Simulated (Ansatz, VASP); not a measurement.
## BaTiO3: VASP beside Ansatz

INCAR

```
  PREC = Accurate
  ENCUT = 520
  EDIFF = 1E-7
  ISMEAR = 0
  SIGMA = 0.05
  LREAL = F
  LASPH = T
  NELM = 150
  ALGO = Normal
  ISIF = 2
  LWAVE = F
  LCHARG = T
  LMAXMIX = 4
  LDAU = T
  LDAUTYPE = 2
  LDAUL = -1 2 -1
  LDAUU = 0 4 0
  LDAUJ = 0 0 0
  LDAUPRINT = 1
  GGA = PE
  LELF = T
  LVHAR = T
  NBANDS = 28
```

KPOINTS

```
Automatic mesh
0
Gamma
  6 6 6
```

File POSCAR:

```
BaTiO3
1.0
    2.7745609226      1.6018934955      2.3108627746
   -2.7745609226      1.6018934955      2.3108627746
    0.0000000000     -3.2037869911      2.3108627746
Ba Ti O
1 1 3
Direct
    0.0026800181      0.0026800181      0.0026800181
    0.5127992509      0.5127992509      0.5127992509
    0.4903227049      0.4903227049      0.9825753212
    0.4903227049      0.9825753212      0.4903227049
    0.9825753212      0.4903227049      0.4903227049
```

Input for Ansatz:

```yaml
crystal:
  lattice:
    - [2.7745609226, 1.6018934955, 2.3108627746]
    - [-2.7745609226, 1.6018934955, 2.3108627746]
    - [0.0, -3.2037869911, 2.3108627746]
  atoms:
    - { symbol: Ba, position: [0.0026800181, 0.0026800181, 0.0026800181] }
    - { symbol: Ti, position: [0.5127992509, 0.5127992509, 0.5127992509] }
    - { symbol: O, position: [0.4903227049, 0.4903227049, 0.9825753212] }
    - { symbol: O, position: [0.4903227049, 0.9825753212, 0.4903227049] }
    - { symbol: O, position: [0.9825753212, 0.4903227049, 0.4903227049] }
basis:
  ecutwfc: 420
kpoints:
  mp_grid: { grid: [6, 6, 6] }
hamiltonian:
  xc: pbe
  hubbard: { sites: [{ species: Ti, l: d, u_eff: 4.0 }] }
scf:
  occupations: { method: gaussian, width: 0.05 }
output:
  forces: true
  stress: true
  eigenvalues: true
```

Change from the starting cell: strain -0.030 along x and y, -0.015 along z, atoms carried along.

Alike in both runs: task single point; functional PBE; k mesh 6 × 6 × 6; occupations gaussian, width 0.05 eV; no spin polarisation; Hubbard terms Ti d U = 4.0 eV.

```csv
,VASP,Ansatz
version,VASP 6.6.1,Ansatz 0.2.0
potentials or method,"VASP PAW PBE potentials, release 64 (Ba_sv, Ti_sv, O), cutoff 520 eV","scalar-relativistic, plane waves, PAW"
valence electrons in the cell,40,40
```

|  | VASP | Ansatz | Ansatz less VASP |
| --- | --- | --- | --- |
| gap on the k mesh at the Fermi level (eV) | 2.83 | 2.88 | +0.044 |
| least direct gap on the mesh (eV) | 3.13 | 3.15 | +0.019 |
| pressure (GPa) | 18.7 | 14.2 | -4.54 |
| traceless stress, the component that is largest in VASP (GPa) | -3.50 | -3.09 | +0.412 |
| rms of the force components (eV/Å) | 0.576 | 0.318 | -0.2574 |

The programs project onto different local orbitals, so the same U acts differently, and such runs can settle in different states. Atom by atom the forces differ by 0.259 eV/Å (rms over components).

Neither program's run includes spin-orbit coupling.
